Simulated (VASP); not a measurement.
# PtS2 in VASP: notebook

PtS2 is run at these levels: PBE, r2SCAN; tasks: single point.

All numbers are computed with VASP 6.6.1; they aren't measurements. Logs are shortened: lines on timing, memory, paths and dates and some standing lists are left out, and cuts for length are marked.

### 1 The cell of the first run

Symmetry: P-3m1, No. 164, trigonal system. Conventional cell: a = 3.457 Å, b = 3.457 Å, c = 4.986 Å, α = 90.00°, β = 90.00°, γ = 120.00°. Within 3.1 Å of Pt (site symmetry -3m) lie 6 S at 2.36 Å. Within 3.1 Å of S (site symmetry 3m) lie 3 Pt at 2.36 Å.

### 2 Single point, PBE (strain -2.7%)

Input file INCAR:

```
PREC = Accurate
ENCUT = 520
EDIFF = 1E-6
ISMEAR = -1
SIGMA = 0.02
LREAL = False
LASPH = True
NELM = 80
ALGO = Normal
ISIF = 2
LWAVE = False
LCHARG = False
GGA = PE
NBANDS = 18
```

Input file KPOINTS:

```
Automatic mesh
0
Gamma
  12 12 6
```

Input file POSCAR:

```
PtS2
1.0
    3.4574137688      0.0000000000      0.0000000000
   -1.7287068844      2.9942081552      0.0000000000
    0.0000000000      0.0000000000      4.9855387530
Pt S
1 2
Direct
    0.0000000000      0.0000000000      0.0000000000
    0.3333333333      0.6666666667      0.2539826230
    0.6666666667      0.3333333333      0.7460173770
```

Potentials or basis: VASP PAW PBE potentials, release 64 (Pt, S).

Command:

```bash
> cat potpaw_PBE.64/Pt/POTCAR potpaw_PBE.64/S/POTCAR > POTCAR
> mpirun -np 1 vasp_std > vasp.out
```

OUTCAR:

```text
PREC = Accurate
   ENCUT = 520
   EDIFF = 1E-6
   ISMEAR = -1
   LREAL = False
   LASPH = True
   NELM = 80
   ISIF = 2
   GGA = PE

 ion  position               nearest neighbor table
   1  0.000  0.000  0.000-   2 2.36   3 2.36   3 2.36   2 2.36   3 2.36   2 2.36
   2  0.333  0.667  0.254-   1 2.36   1 2.36   1 2.36
   3  0.667  0.333  0.746-   1 2.36   1 2.36   1 2.36

  LATTYP: Found a hexagonal cell.
 ALAT       =     3.4574137688
 C/A-ratio  =     1.4419849883

  Lattice vectors:

 A1 = (   3.4574137688,   0.0000000000,   0.0000000000)
 A2 = (  -1.7287068844,   2.9942081552,   0.0000000000)
 A3 = (   0.0000000000,   0.0000000000,   4.9855387530)

Analysis of symmetry for initial positions (statically):
=====================================================================
 Subroutine PRICEL returns:
 Original cell was already a primitive cell.

 Routine SETGRP: Setting up the symmetry group for a
 hexagonal supercell.

 Subroutine GETGRP returns: Found 12 space group operations
 (whereof 12 operations were pure point group operations)
 out of a pool of 24 trial point group operations.

The static configuration has the point symmetry D_3d.

Analysis of symmetry for dynamics (positions and initial velocities):
=====================================================================
 Subroutine PRICEL returns:
 Original cell was already a primitive cell.

 Routine SETGRP: Setting up the symmetry group for a
 hexagonal supercell.

 Subroutine GETGRP returns: Found 12 space group operations
 (whereof 12 operations were pure point group operations)
 out of a pool of 24 trial point group operations.

The dynamic configuration has the point symmetry D_3d.

 Subroutine INISYM returns: Found 12 space group operations
 (whereof 12 operations are pure point group operations),
 and found     1 'primitive' translations

----------------------------------------------------------------------------------------

                                     Primitive cell

  volume of cell :      51.6114

  direct lattice vectors                    reciprocal lattice vectors
     3.457413769  0.000000000  0.000000000     0.289233533  0.166989058  0.000000000
    -1.728706884  2.994208155  0.000000000     0.000000000  0.333978116  0.000000000
     0.000000000  0.000000000  4.985538753     0.000000000  0.000000000  0.200580128
[... 78 lines left out ...]
   ISTART =      0    job   : 0-new  1-cont  2-samecut
   ICHARG =      2    charge: 1-file 2-atom 10-const
   ISPIN  =      1    spin polarized calculation?
   LNONCOLLINEAR =      F non collinear calculations
   LSORBIT =      F    spin-orbit coupling
   LASPH  =      T    aspherical Exc in radial PAW
   ENCUT  =  520.0 eV  38.22 Ry    6.18 a.u.   6.43  6.43  9.27*2*pi/ulx,y,z
   NELM   =     80;   NELMIN=  2; NELMDL= -5     # of ELM steps
   EDIFF  = 0.1E-05   stopping-criterion for ELM
   LREAL  =      F    real-space projection
   EDIFFG = 0.1E-04   stopping-criterion for IOM
   NSW    =      0    number of steps for IOM
   IBRION =     -1    ionic relax: 0-MD 1-quasi-New 2-CG
   NFREE  =      0    steps in history (QN), initial steepest desc. (CG)
   ISIF   =      2    stress and relaxation
   ISYM   =      2    0-nonsym 1-usesym 2-fastsym
   POTIM  = 0.5000    time-step for ionic-motion
   TEBEG  =    0.0;   TEEND  =   0.0 temperature during run
   PSTRESS=    0.0 pullay stress
   NELECT =      22.0000    total number of electrons
   NUPDOWN=      -1.0000    fix difference up-down
   EMIN   =  10.00;   EMAX   =-10.00  energy-range for DOS
   EFERMI =   0.00;   METHOD = LEGACY
   ISMEAR =    -1;   SIGMA  =   0.02  broadening in eV -4-tet -1-fermi 0-gaus
   EFERMI_NEDOS =   21; number of points for ismear=-14 and -15
   IALGO  =     38    algorithm
   IMIX   =      4    mixing-type and parameters
     AMIX     =   0.40;   BMIX     =  1.00
     AMIX_MAG =   1.60;   BMIX_MAG =  1.00
  volume/ion in A,a.u.               =      17.20       116.10
  Fermi-wavevector in a.u.,A,eV,Ry     =   1.232066  2.328267 20.653456  1.517986
  Thomas-Fermi vector in A             =   2.366851
   LORBIT       =      0    0 simple, 1 ext, 2 COOP (PROOUT), +10 PAW based schemes
   GGA     = PE    functional components
   LHFCALC =     F    Hartree Fock is set to
   AEXX    =    0.0000 exact exchange contribution
   IVDW    =     0    specifies the selected vdW correction
   LEPSILON=     F    determine dielectric tensor
   LRPA    =     F    only Hartree local field effects (RPA)
 non-spin polarized calculation
  energy-cutoff  :      520.00
  volume of cell :       51.61
 maximum number of plane-waves:      1407
 NGX is ok and might be reduce to    28
   NGX = 13   NGY = 13   NGZ = 19

 number of electron      22.0000001 magnetization

 Free energy of the ion-electron system (eV)
  ---------------------------------------------------
  ext. energy  EPLUGINS =         0.00000000
  ---------------------------------------------------
  free energy    TOTEN  =       -15.22209722 eV

  energy without entropy =      -15.22209722  energy(sigma->0) =      -15.22209722

 E-fermi :   7.9889     XC(G=0): -11.0087

 val. band max:        7.7276474064   @ k =   0.0000   0.0000   0.0000
 cond. band min:       8.2965526024   @ k =   0.0000   0.2500   0.3333
 fundamental gap:      0.5689051960
 Fermi energy:         7.9889059207

 k-point     1 :       0.0000    0.0000    0.0000
  band No.  band energies     occupation
      1      -8.0142      2.00000
      2      -4.9448      2.00000
      3       0.1060      2.00000
      4       0.9413      2.00000
      5       0.9413      2.00000
      6       3.6484      2.00000
[... 481 lines left out ...]
      5       1.4325      2.00000
      6       2.9332      2.00000
[... 10 lines left out ...]
     17      17.0206      0.00000
     18      17.2756      0.00000

 [... further k-points ...]
[... 5 lines left out ...]
  --------------------------------------------------------------------------------------
  -------------------------------------------------------------------------------------
  Total        4.2204233      4.2204233      1.7421555      0.0000000      0.0000000      0.0000000
  in kB      131.0150397    131.0150397     54.0819155      0.0000000      0.0000000      0.0000000
  external PRESSURE =     105.3706650 kB  Pullay stress =       0.0000000 kB

 VOLUME and BASIS-vectors are now :
 -----------------------------------------------------------------------------
  energy-cutoff  :      520.00
  volume of cell :       51.61
      direct lattice vectors                 reciprocal lattice vectors
     3.457413769  0.000000000  0.000000000     0.289233533  0.166989058  0.000000000
    -1.728706884  2.994208155  0.000000000     0.000000000  0.333978116  0.000000000
     0.000000000  0.000000000  4.985538753     0.000000000  0.000000000  0.200580128

 POSITION                                       TOTAL-FORCE (eV/Angst)
 -----------------------------------------------------------------------------------
      0.00000      0.00000      0.00000         0.000000      0.000000      0.000000
     -0.00000      1.99614      1.26624        -0.000000     -0.000000      0.100634
      1.72871      0.99807      3.71930        -0.000000      0.000000     -0.100634
 -----------------------------------------------------------------------------------
    total drift:                               -0.000000     -0.000000     -0.000000

  FREE ENERGIE OF THE ION-ELECTRON SYSTEM (eV)
  ---------------------------------------------------
  free  energy   TOTEN  =       -15.2220972206 eV

  energy  without entropy=      -15.2220972169  energy(sigma->0) =      -15.22209722
```

stdout:

```text
POSCAR found type information on POSCAR PtS
 POSCAR found :  2 types and       3 ions
 scaLAPACK will be used
 LDA part: xc-table for (Slater+PW92), standard interpolation
 POSCAR, INCAR and KPOINTS ok, starting setup
 FFT: planning ... GRIDC
 FFT: planning ... GRID_SOFT
 FFT: planning ... GRID
 WAVECAR not read
 entering main loop
```

Run time: 71 s. Hardware: 1 thread of Intel Xeon 6975P-C, shared host; peak memory 0.24 GiB.

Results:

```yaml
Free_energy: -15.2221 eV
Pressure: 10.5 GPa
Largest_force: 0.101 eV/Å
Band_gap_on_the_k_mesh: 0.57 eV, indirect (least direct gap 0.81 eV)
```

Forces in eV/Å, atoms in the order of the input:
```
Pt   0.000  0.000  0.000
S    0.000  0.000  0.101
S    0.000  0.000 -0.101
```

Stress tensor (GPa, compression positive):
```
13.10  0.00  0.00
 0.00 13.10  0.00
 0.00  0.00  5.41
```

Caveat: the cell differs from its parent crystal (strain -2.7%); spin-orbit coupling is left out, which moves the levels of the heavy elements.

### 3 Single point, r2SCAN (strain -2.7%)

POSCAR is that of step 2.

Input file INCAR.step1:

```
ALGO = Normal
EDIFF = 1E-4
ENCUT = 520
GGA = PE
ISMEAR = 0
LASPH = T
LCHARG = F
LREAL = F
LWAVE = T
NBANDS = 18
NELM = 60
PREC = Accurate
SIGMA = 0.01
```

Input file INCAR.step2:

```
ALGO = Normal
EDIFF = 1E-6
ENCUT = 520
ISIF = 2
ISMEAR = 0
ISTART = 1
LASPH = T
LCHARG = F
LMIXTAU = T
LREAL = F
LWAVE = F
METAGGA = R2SCAN
NBANDS = 18
NELM = 60
PREC = Accurate
SIGMA = 0.01
```

Input file KPOINTS:

```
k-points
0
Gamma
  12 12 6
```

Potentials or basis: VASP PAW PBE potentials, release 64 (Pt, S).

Command:

```bash
> cat potpaw_PBE.64/Pt/POTCAR potpaw_PBE.64/S/POTCAR > POTCAR
> cp INCAR.step1 INCAR
> mpirun -np 1 vasp_std > vasp.out
> cp INCAR.step2 INCAR
> mpirun -np 1 vasp_std > vasp.out
```

Wall time 3.9 min (1 thread of Intel Xeon 6975P-C, shared host); peak memory 0.24 GiB.

It converged, with:

```
Free energy            : -68.7121 eV
Pressure               : 8.8 GPa
Largest force          : 0.048 eV/Å
Band gap on the k mesh : 0.71 eV, indirect (least direct gap 0.98 eV)
```

Forces on the atoms (eV/Å):
```
Pt   0.000  0.000  0.000
S    0.000  0.000 -0.048
S    0.000  0.000  0.048
```

Stress tensor (GPa, compression positive):
```
10.98  0.00  0.00
 0.00 10.98  0.00
 0.00  0.00  4.36
```

Levels at points of the mesh, in eV from the valence-band top:
| k point | band 7 | band 8 | band 9 | band 10 | band 11 | band 12 | band 13 | band 14 | band 15 | band 16 |
| --- | --- | --- | --- | --- | --- | --- | --- | --- | --- | --- |
| (0.00, 0.00, 0.00) | -4.30 | -2.62 | -1.19 | -1.19 | 0.00 | 1.96 | 1.96 | 4.90 | 6.36 | 8.50 |
| (0.50, 0.00, 0.00) | -4.01 | -3.49 | -3.44 | -3.34 | -2.74 | 1.48 | 2.75 | 5.99 | 6.78 | 8.22 |
| (0.00, 0.00, 0.50) | -4.33 | -3.29 | -1.56 | -1.56 | -1.28 | 2.77 | 2.77 | 5.99 | 7.95 | 8.18 |
| (0.50, 0.00, 0.50) | -3.72 | -3.45 | -3.02 | -2.85 | -1.67 | 1.51 | 2.57 | 5.42 | 5.46 | 7.60 |

Caveat: the cell differs from its parent crystal (strain -2.7%); the PAW data sets were made with another functional, which shifts forces and pressure a little; spin-orbit coupling is left out, which moves the levels of the heavy elements. A k mesh can miss the band edges.

### 4 Single point, PBE (uniaxial x strain +3.0%)

Input file INCAR:

```
SYSTEM = PtS2
  PREC = Accurate
  ENCUT = 520
  EDIFF = 1E-6
  ISMEAR = -1
  SIGMA = 0.02
  LREAL = .False.
  LASPH = .True.
  NELM = 100
  ALGO = Normal
  ISIF = 2
  LWAVE = .False.
  LCHARG = .False.
  GGA = PE
  NBANDS = 18
```

Input file KPOINTS:

```
regular mesh
0
Gamma
  12 12 6
  0 0 0
```

Input file POSCAR:

```
PtS2
1.0
    3.6574265054      0.0000000000      0.0000000000
   -1.8287132527      3.0766627160      0.0000000000
    0.0000000000      0.0000000000      5.1228306135
Pt S
1 2
Direct
    0.0000000000      0.0000000000      0.0000000000
    0.3357793861      0.6715587722      0.2344970939
    0.6642206139      0.3284412278      0.7655029061
```

Command:

```bash
> cat potpaw_PBE.64/Pt/POTCAR potpaw_PBE.64/S/POTCAR > POTCAR
> mpirun -np 1 vasp_std > vasp.out
```

It took 2.5 min on 1 thread of Intel Xeon 6975P-C, shared host; peak memory 0.36 GiB.

It converged, with:

```
Free energy            : -15.4039 eV
Pressure               : 0.4 GPa
Largest force          : 0.009 eV/Å
Band gap on the k mesh : 0.59 eV, indirect (least direct gap 0.94 eV)
```

Forces on the atoms (eV/Å):
```
Pt   0.000  0.000  0.000
S    0.000  0.009  0.003
S    0.000 -0.009 -0.003
```

Stress tensor (GPa, compression positive):
```
-2.14  0.00  0.00
 0.00  1.81  0.35
 0.00  0.35  1.55
```

Levels at points of the mesh, in eV from the valence-band top:
```
           k point  band 7  band 8  band 9  band 10  band 11  band 12  band 13  band 14  band 15  band 16
(0.00, 0.00, 0.00)   -3.65   -1.92   -1.26    -1.07    -0.11     2.02     2.02     4.68     5.13     7.71
(0.50, 0.00, 0.00)   -3.14   -3.14   -3.07    -2.97    -2.44     1.40     2.44     5.31     6.51     8.22
(0.00, 0.50, 0.00)   -3.36   -3.09   -3.00    -2.92    -2.42     1.47     2.41     5.10     6.25     7.93
(0.00, 0.00, 0.50)   -3.67   -2.50   -1.45    -1.29    -1.17     2.48     2.49     5.45     6.75     7.35
(0.50, 0.00, 0.50)   -3.16   -3.05   -2.78    -2.74    -1.45     1.69     1.94     5.08     5.56     7.74
(0.00, 0.50, 0.50)   -3.10   -3.08   -3.00    -2.62    -1.39     1.65     2.05     4.86     5.39     7.77
```

Caveat: the cell differs from its parent crystal (uniaxial x strain +3.0%); spin-orbit coupling is left out, which moves the levels of the heavy elements.

### 5 Single point, r2SCAN (uniaxial x strain +3.0%)

POSCAR is that of step 4.

Input file INCAR.step1:

```
SYSTEM = PtS2
  PREC = Accurate
  ENCUT = 520
  ISMEAR = 0
  SIGMA = 0.01
  LREAL = .False.
  LASPH = .True.
  NELM = 80
  NBANDS = 18
  GGA = PE
  ALGO = Normal
  EDIFF = 1E-4
  LWAVE = .True.
  LCHARG = .False.
```

Input file INCAR.step2:

```
SYSTEM = PtS2
  PREC = Accurate
  ENCUT = 520
  EDIFF = 1E-6
  ISMEAR = 0
  SIGMA = 0.01
  LREAL = .False.
  LASPH = .True.
  NELM = 80
  ALGO = Normal
  ISIF = 2
  LWAVE = .False.
  LCHARG = .False.
  METAGGA = R2SCAN
  LMIXTAU = .True.
  NBANDS = 18
  ISTART = 1
```

Input file KPOINTS:

```
Automatic mesh
0
Gamma
  12 12 6
  0 0 0
```

Potentials or basis: VASP PAW PBE potentials, release 64 (Pt, S).

Command:

```bash
> cat potpaw_PBE.64/Pt/POTCAR potpaw_PBE.64/S/POTCAR > POTCAR
> cp INCAR.step1 INCAR
> mpirun -np 1 vasp_std > vasp.out
> cp INCAR.step2 INCAR
> mpirun -np 1 vasp_std > vasp.out
```

OUTCAR:

```text
SYSTEM = PtS2
   PREC = Accurate
   ENCUT = 520
   EDIFF = 1E-6
   ISMEAR = 0
   LREAL = .False.
   LASPH = .True.
   NELM = 80
   ISIF = 2
   METAGGA = R2SCAN
   ISTART = 1

 ion  position               nearest neighbor table
   1  0.000  0.000  0.000-   2 2.39   3 2.39   3 2.41   2 2.41   3 2.41   2 2.41
   2  0.336  0.672  0.234-   1 2.39   1 2.41   1 2.41
   3  0.664  0.328  0.766-   1 2.39   1 2.41   1 2.41

  Warning from LATTYP: Monoclinic adjustment (A1->A3, A2->A1, A3->A2)!
  LATTYP: Found a base centered orthorhombic cell.
 ALAT       =     3.6574265054
[... 682 lines left out ...]
      6       1.3800      2.00000
[... 10 lines left out ...]
     17      16.1825      0.00000
     18      16.3573      0.00000

 [... further k-points ...]
[... 5 lines left out ...]
  --------------------------------------------------------------------------------------
  -------------------------------------------------------------------------------------
  Total       -1.7321928     -0.2103174      0.1911994      0.0000000      0.1243772      0.0000000
  in kB      -48.1439065     -5.8454819      5.3141241      0.0000000      3.4568915      0.0000000
  external PRESSURE =     -16.2250881 kB  Pullay stress =       0.0000000 kB

 VOLUME and BASIS-vectors are now :
 -----------------------------------------------------------------------------
  energy-cutoff  :      520.00
  volume of cell :       57.65
      direct lattice vectors                 reciprocal lattice vectors
     3.657426505  0.000000000  0.000000000     0.273416294  0.162513751  0.000000000
    -1.828713253  3.076662716  0.000000000     0.000000000  0.325027503  0.000000000
     0.000000000  0.000000000  5.122830613     0.000000000  0.000000000  0.195204580

 POSITION                                       TOTAL-FORCE (eV/Angst)
 -----------------------------------------------------------------------------------
      0.00000      0.00000      0.00000         0.000000      0.000000      0.000000
      0.00000      2.06616      1.20129        -0.000000     -0.003295     -0.047903
      1.82871      1.01050      3.92154        -0.000000      0.003295      0.047903
 -----------------------------------------------------------------------------------
    total drift:                               -0.000000      0.000000     -0.000000

  FREE ENERGIE OF THE ION-ELECTRON SYSTEM (eV)
  ---------------------------------------------------
  free  energy   TOTEN  =       -68.8348490310 eV

  energy  without entropy=      -68.8348490310  energy(sigma->0) =      -68.83484903
```

Run time: 9 min. Hardware: 1 thread of Intel Xeon 6975P-C, shared host; peak memory 0.36 GiB.

What came out:

```
Free energy            : -68.8348 eV
Pressure               : -1.6 GPa
Largest force          : 0.048 eV/Å
Band gap on the k mesh : 0.74 eV, indirect (least direct gap 1.10 eV)
```

Forces in eV/Å, atoms in the order of the input:
```
Pt   0.000  0.000  0.000
S    0.000 -0.003 -0.048
S    0.000  0.003  0.048
```

Caveat: the cell differs from its parent crystal (uniaxial x strain +3.0%); the PAW data sets were made with another functional, which shifts forces and pressure a little; spin-orbit coupling is left out, which moves the levels of the heavy elements.

### 6 Summary

```csv
level,cell,smearing,gap on the mesh (eV),pressure (GPa),largest force (eV/Å)
PBE,"a = 3.457, b = 3.457, c = 4.986 Å, angles 90.0, 90.0, 120.0°, 3 atoms",fermi-dirac 0.02 eV,0.57,10.5,0.10
r2SCAN,"a = 3.457, b = 3.457, c = 4.986 Å, angles 90.0, 90.0, 120.0°, 3 atoms",gaussian 0.01 eV,0.71,8.8,0.05
PBE,"a = 3.657, b = 3.579, c = 5.123 Å, angles 90.0, 90.0, 120.7°, 3 atoms",fermi-dirac 0.02 eV,0.59,0.4,0.01
r2SCAN,"a = 3.657, b = 3.579, c = 5.123 Å, angles 90.0, 90.0, 120.7°, 3 atoms",gaussian 0.01 eV,0.74,-1.6,0.05
```

Alike in all rows: task single point; potentials or basis VASP PAW PBE potentials, release 64 (Pt, S); no spin polarisation; k mesh 12 × 12 × 6; cutoff (eV) 520.

Caveats: spin-orbit coupling is left out, which moves the levels of the heavy elements; the PAW data sets were made with another functional, which shifts forces and pressure a little (some runs).

Total energies depend on the potentials used, so only differences within one code and one set of settings carry meaning.
